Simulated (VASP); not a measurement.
# BaS (Fm-3m) in VASP: further runs, part 3 of 3

VASP 6.6.1. Earlier steps stand in the parts before.

### Step 4. Single point, PBE

This run uses another cell than the first one, of 32.90 Å³/atom, 1.049 times its volume.

The input, INCAR:

```
SYSTEM = BaS
ALGO = Normal ; EDIFF = 1E-7
ENCUT = 520 ; GGA = PE
ISIF = 2 ; ISMEAR = 0
LASPH = .TRUE. ; LCHARG = .TRUE.
LELF = .TRUE. ; LREAL = .FALSE.
LVHAR = .TRUE. ; LWAVE = .FALSE.
NBANDS = 15 ; NELM = 60
PREC = Accurate ; SIGMA = 0.05
```

The input, KPOINTS:

```
k-points
0
G
  10 10 10
  0 0 0
```

The input, POSCAR:

```
BaS
1.0
    0.0000000000      3.2043613708      3.2043613708
    3.2043613708      0.0000000000      3.2043613708
    3.2043613708      3.2043613708      0.0000000000
Ba S
1 1
Direct
    0.5000000000      0.5000000000      0.5000000000
    0.0000000000      0.0000000000      0.0000000000
```

Potentials or basis: VASP PAW PBE potentials, release 64 (Ba_sv, S).

Command:

```console
cat potpaw_PBE.64/Ba_sv/POTCAR potpaw_PBE.64/S/POTCAR > POTCAR
mpirun -np 1 vasp_std > vasp.out
```

OUTCAR:

```text
SYSTEM = BaS
   EDIFF = 1E-7
   ENCUT = 520
   GGA = PE
   ISIF = 2
   ISMEAR = 0
   LASPH = .TRUE.
   LREAL = .FALSE.
   NELM = 60
   PREC = Accurate

 ion  position               nearest neighbor table
   1  0.500  0.500  0.500-   2 3.20   2 3.20   2 3.20   2 3.20   2 3.20   2 3.20
   2  0.000  0.000  0.000-   1 3.20   1 3.20   1 3.20   1 3.20   1 3.20   1 3.20

  LATTYP: Found a face centered cubic cell.
 ALAT       =     6.4087227416

  Lattice vectors:

 A1 = (   0.0000000000,   3.2043613708,   3.2043613708)
 A2 = (   3.2043613708,   0.0000000000,   3.2043613708)
 A3 = (   3.2043613708,   3.2043613708,   0.0000000000)

Analysis of symmetry for initial positions (statically):
=====================================================================
 Subroutine PRICEL returns:
 Original cell was already a primitive cell.

 Routine SETGRP: Setting up the symmetry group for a
 face centered cubic supercell.

 Subroutine GETGRP returns: Found 48 space group operations
 (whereof 48 operations were pure point group operations)
 out of a pool of 48 trial point group operations.

The static configuration has the point symmetry O_h .

Analysis of symmetry for dynamics (positions and initial velocities):
=====================================================================
 Subroutine PRICEL returns:
 Original cell was already a primitive cell.

 Routine SETGRP: Setting up the symmetry group for a
 face centered cubic supercell.

 Subroutine GETGRP returns: Found 48 space group operations
 (whereof 48 operations were pure point group operations)
 out of a pool of 48 trial point group operations.

The dynamic configuration has the point symmetry O_h .

 Subroutine INISYM returns: Found 48 space group operations
 (whereof 48 operations are pure point group operations),
 and found     1 'primitive' translations

----------------------------------------------------------------------------------------

[... 116 lines left out ...]
   LORBIT       =      0    0 simple, 1 ext, 2 COOP (PROOUT), +10 PAW based schemes
   GGA     = PE    functional components
   LHFCALC =     F    Hartree Fock is set to
   AEXX    =    0.0000 exact exchange contribution
   IVDW    =     0    specifies the selected vdW correction
   LEPSILON=     F    determine dielectric tensor
   LRPA    =     F    only Hartree local field effects (RPA)
 non-spin polarized calculation
 Gauss-broadening in eV      SIGMA  =   0.05
  energy-cutoff  :      520.00
  volume of cell :       65.80
 maximum number of plane-waves:      1807
 NGX is ok and might be reduce to    36
   NGX = 17   NGY = 17   NGZ = 17

 number of electron      16.0000002 magnetization

 Free energy of the ion-electron system (eV)
  ---------------------------------------------------
  ext. energy  EPLUGINS =         0.00000000
  ---------------------------------------------------
  free energy    TOTEN  =       -10.18970797 eV

  energy without entropy =      -10.18970797  energy(sigma->0) =      -10.18970797

 E-fermi :   1.6406     XC(G=0):  -8.5846

 val. band max:        1.4023282824   @ k =   0.0000   0.0000   0.0000
 cond. band min:       3.5261369934   @ k =   0.5000   0.5000   0.0000
 fundamental gap:      2.1238087109
 Fermi energy:         1.6405953895

 k-point     1 :       0.0000    0.0000    0.0000
  band No.  band energies     occupation
      1     -24.7037      2.00000
      2      -9.7604      2.00000
      3      -9.7604      2.00000
      4      -9.7604      2.00000
      5      -8.9428      2.00000
      6       1.4023      2.00000
      7       1.4023      2.00000
      8       1.4023      2.00000
      9       4.9535      0.00000
     10       5.2696      0.00000
     11       5.2696      0.00000
     12       5.2696      0.00000
     13       6.1850      0.00000
     14       6.1850      0.00000
[... 401 lines left out ...]
      2     -10.3861      2.00000
      3      -9.9227      2.00000
      4      -9.8994      2.00000
      5      -8.4578      2.00000
      6       0.3272      2.00000
      7       1.0674      2.00000
      8       1.1318      2.00000
      9       3.9907      0.00000
     10       6.9163      0.00000
     11       7.2666      0.00000
     12       8.1611      0.00000
     13       8.2282      0.00000
     14      10.1090      0.00000
     15      10.4986      0.00000

 [... further k-points ...]
[... 5 lines left out ...]
  --------------------------------------------------------------------------------------
  -------------------------------------------------------------------------------------
  Total        0.3952816      0.3952816      0.3952816      0.0000000     -0.0000000      0.0000000
  in kB        9.6241585      9.6241585      9.6241585      0.0000000     -0.0000000      0.0000000
  external PRESSURE =       9.6241585 kB  Pullay stress =       0.0000000 kB

 VOLUME and BASIS-vectors are now :
 -----------------------------------------------------------------------------
  energy-cutoff  :      520.00
  volume of cell :       65.80
      direct lattice vectors                 reciprocal lattice vectors
     0.000000000  3.204361371  3.204361371    -0.156037332  0.156037332  0.156037332
     3.204361371  0.000000000  3.204361371     0.156037332 -0.156037332  0.156037332
     3.204361371  3.204361371  0.000000000     0.156037332  0.156037332 -0.156037332

 POSITION                                       TOTAL-FORCE (eV/Angst)
 -----------------------------------------------------------------------------------
      3.20436      3.20436      3.20436        -0.000000      0.000000      0.000000
      0.00000      0.00000      0.00000         0.000000     -0.000000     -0.000000
 -----------------------------------------------------------------------------------
    total drift:                                0.000000      0.000000      0.000000

  FREE ENERGIE OF THE ION-ELECTRON SYSTEM (eV)
  ---------------------------------------------------
  free  energy   TOTEN  =       -10.1897079737 eV

  energy  without entropy=      -10.1897079737  energy(sigma->0) =      -10.18970797
```

OSZICAR:

```text
N       E                     dE             d eps       ncg     rms          rms(c)
DAV:   1     0.798162350419E+02    0.79816E+02   -0.65699E+03  1410   0.893E+02
DAV:   2    -0.602639506507E+01   -0.85843E+02   -0.78388E+02  2017   0.168E+02
DAV:   3    -0.105417421975E+02   -0.45153E+01   -0.44852E+01  1944   0.414E+01
DAV:   4    -0.106731531897E+02   -0.13141E+00   -0.13139E+00  1903   0.531E+00
DAV:   5    -0.106742014819E+02   -0.10483E-02   -0.10483E-02  1883   0.513E-01    0.475E+00
DAV:   6    -0.101718184626E+02    0.50238E+00   -0.68436E-01  1669   0.497E+00    0.325E+00
DAV:   7    -0.101742933513E+02   -0.24749E-02   -0.18718E-01  1778   0.243E+00    0.211E+00
DAV:   8    -0.101881689092E+02   -0.13876E-01   -0.24331E-02  1550   0.113E+00    0.198E-01
DAV:   9    -0.101887522308E+02   -0.58332E-03   -0.32779E-03  1865   0.419E-01    0.156E-01
DAV:  10    -0.101896104253E+02   -0.85819E-03   -0.98533E-04  1452   0.210E-01    0.403E-02
DAV:  11    -0.101897049963E+02   -0.94571E-04   -0.12342E-04  1767   0.671E-02    0.132E-02
DAV:  12    -0.101897080431E+02   -0.30468E-05   -0.65255E-06  1648   0.168E-02    0.303E-03
DAV:  13    -0.101897079737E+02    0.69437E-07   -0.32351E-07  1847   0.359E-03
   1 F= -.10189708E+02 E0= -.10189708E+02  d E =-.116241E-13
```

stdout:

```text
POSCAR found type information on POSCAR BaS
 POSCAR found :  2 types and       2 ions
 scaLAPACK will be used
 LDA part: xc-table for (Slater+PW92), standard interpolation
 POSCAR, INCAR and KPOINTS ok, starting setup
 FFT: planning ... GRIDC
 FFT: planning ... GRID_SOFT
 FFT: planning ... GRID
 WAVECAR not read
 entering main loop
```

Run time: 56 s. Hardware: 1 thread of AMD EPYC 7R43 (Zen 3), shared host; peak memory 0.19 GiB.

Results:

| Item | Value |
| --- | --- |
| Free energy | -10.1897 eV |
| Pressure | 1.0 GPa |
| Band gap on the k mesh | 2.12 eV, indirect (least direct gap 2.27 eV) |

Caveat: spin-orbit coupling is left out, which moves the levels of the heavy elements. Expect the measured gap to be larger: semilocal functionals such as PBE lack the derivative discontinuity.

### Step 5. Single point, PBE (volume scaled by 0.980)

The input, INCAR:

```
SYSTEM = BaS
ALGO = Normal
EDIFF = 1E-7
ENCUT = 520
GGA = PE
ISIF = 2
ISMEAR = 0
LASPH = .TRUE.
LCHARG = .TRUE.
LELF = .TRUE.
LREAL = .FALSE.
LVHAR = .TRUE.
LWAVE = .FALSE.
NBANDS = 15
NELM = 80
PREC = Accurate
SIGMA = 0.05
```

KPOINTS is that of step 4.

The input, POSCAR:

```
BaS
1.0
    0.0000000000      3.1926318124      3.1926318124
    3.1926318124      0.0000000000      3.1926318124
    3.1926318124      3.1926318124      0.0000000000
Ba S
1 1
Direct
    0.5000000000      0.5000000000      0.5000000000
    0.0000000000      0.0000000000      0.0000000000
```

Potentials or basis: VASP PAW PBE potentials, release 64 (Ba_sv, S).

Command:

```console
cat potpaw_PBE.64/Ba_sv/POTCAR potpaw_PBE.64/S/POTCAR > POTCAR
mpirun -np 1 vasp_std > vasp.out
```

OUTCAR:

```text
SYSTEM = BaS
   EDIFF = 1E-7
   ENCUT = 520
   GGA = PE
   ISIF = 2
   ISMEAR = 0
   LASPH = .TRUE.
   LREAL = .FALSE.
   NELM = 80
   PREC = Accurate

 ion  position               nearest neighbor table
   1  0.500  0.500  0.500-   2 3.19   2 3.19   2 3.19   2 3.19   2 3.19   2 3.19
   2  0.000  0.000  0.000-   1 3.19   1 3.19   1 3.19   1 3.19   1 3.19   1 3.19

  LATTYP: Found a face centered cubic cell.
 ALAT       =     6.3852636248

  Lattice vectors:

 A1 = (   0.0000000000,   3.1926318124,   3.1926318124)
 A2 = (   3.1926318124,   0.0000000000,   3.1926318124)
 A3 = (   3.1926318124,   3.1926318124,   0.0000000000)

Analysis of symmetry for initial positions (statically):
=====================================================================
 Subroutine PRICEL returns:
 Original cell was already a primitive cell.

 Routine SETGRP: Setting up the symmetry group for a
 face centered cubic supercell.

 Subroutine GETGRP returns: Found 48 space group operations
 (whereof 48 operations were pure point group operations)
 out of a pool of 48 trial point group operations.

The static configuration has the point symmetry O_h .

Analysis of symmetry for dynamics (positions and initial velocities):
[... 166 lines left out ...]

 k-point     1 :       0.0000    0.0000    0.0000
  band No.  band energies     occupation
      1     -24.6119      2.00000
      2      -9.6674      2.00000
      3      -9.6674      2.00000
      4      -9.6674      2.00000
      5      -8.9029      2.00000
      6       1.4592      2.00000
      7       1.4592      2.00000
      8       1.4592      2.00000
      9       5.0640      0.00000
     10       5.3280      0.00000
     11       5.3280      0.00000
     12       5.3280      0.00000
     13       6.2549      0.00000
     14       6.2549      0.00000
[... 401 lines left out ...]
      2     -10.3253      2.00000
      3      -9.8366      2.00000
      4      -9.8122      2.00000
      5      -8.3960      2.00000
      6       0.3788      2.00000
      7       1.1242      2.00000
      8       1.1889      2.00000
      9       4.0349      0.00000
     10       7.0313      0.00000
     11       7.3522      0.00000
     12       8.2673      0.00000
     13       8.3346      0.00000
     14      10.2421      0.00000
     15      10.6283      0.00000

 [... further k-points ...]
[... 5 lines left out ...]
  --------------------------------------------------------------------------------------
  -------------------------------------------------------------------------------------
  Total        0.6000248      0.6000248      0.6000248     -0.0000000      0.0000000      0.0000000
  in kB       14.7707737     14.7707737     14.7707737     -0.0000000      0.0000000      0.0000000
  external PRESSURE =      14.7707737 kB  Pullay stress =       0.0000000 kB

 VOLUME and BASIS-vectors are now :
 -----------------------------------------------------------------------------
  energy-cutoff  :      520.00
  volume of cell :       65.08
      direct lattice vectors                 reciprocal lattice vectors
     0.000000000  3.192631812  3.192631812    -0.156610605  0.156610605  0.156610605
     3.192631812  0.000000000  3.192631812     0.156610605 -0.156610605  0.156610605
     3.192631812  3.192631812  0.000000000     0.156610605  0.156610605 -0.156610605

 POSITION                                       TOTAL-FORCE (eV/Angst)
 -----------------------------------------------------------------------------------
      3.19263      3.19263      3.19263        -0.000000      0.000000      0.000000
      0.00000      0.00000      0.00000         0.000000     -0.000000     -0.000000
 -----------------------------------------------------------------------------------
    total drift:                                0.000000      0.000000      0.000000

  FREE ENERGIE OF THE ION-ELECTRON SYSTEM (eV)
  ---------------------------------------------------
  free  energy   TOTEN  =       -10.1841336148 eV

  energy  without entropy=      -10.1841336148  energy(sigma->0) =      -10.18413361
```

Wall time 54 s (1 thread of AMD EPYC 7R43 (Zen 3), shared host); peak memory 0.19 GiB.

Results:

- Free energy: -10.1841 eV
- Pressure: 1.5 GPa
- Band gap on the k mesh: 2.11 eV, indirect (least direct gap 2.24 eV)

Levels at points of the mesh, in eV from the valence-band top:
| k point | band 5 | band 6 | band 7 | band 8 | band 9 | band 10 | band 11 | band 12 |
| --- | --- | --- | --- | --- | --- | --- | --- | --- |
| (0.00, 0.00, 0.00) | -10.36 | 0.00 | 0.00 | 0.00 | 3.60 | 3.87 | 3.87 | 3.87 |
| (0.50, 0.00, 0.00) | -9.12 | -1.94 | -1.09 | -1.09 | 5.55 | 5.69 | 6.31 | 6.31 |
| (0.50, 0.50, 0.00) | -10.27 | -0.52 | -0.14 | -0.14 | 2.11 | 5.94 | 6.03 | 7.50 |

Caveat: the cell differs from its parent crystal (volume scaled by 0.980); spin-orbit coupling is left out, which moves the levels of the heavy elements. A k mesh can miss the band edges.

### Step 6. The runs side by side

```tsv
cell	gap on the mesh (eV)	pressure (GPa)
a = 4.461 Å, angles 60.0°, 2 atoms	2.04	3.4
a = 4.484 Å, angles 60.0°, 2 atoms	2.07	2.5
a = 4.532 Å, angles 60.0°, 2 atoms	2.12	1.0
a = 4.515 Å, angles 60.0°, 2 atoms	2.11	1.5
```

Alike in all rows: task single point; level PBE; potentials or basis VASP PAW PBE potentials, release 64 (Ba_sv, S); no spin polarisation; k mesh 10 × 10 × 10; cutoff (eV) 520; smearing gaussian 0.05 eV.

Caveats: spin-orbit coupling is left out, which moves the levels of the heavy elements.

Total energies depend on the potentials used, so only differences within one code and one set of settings carry meaning.
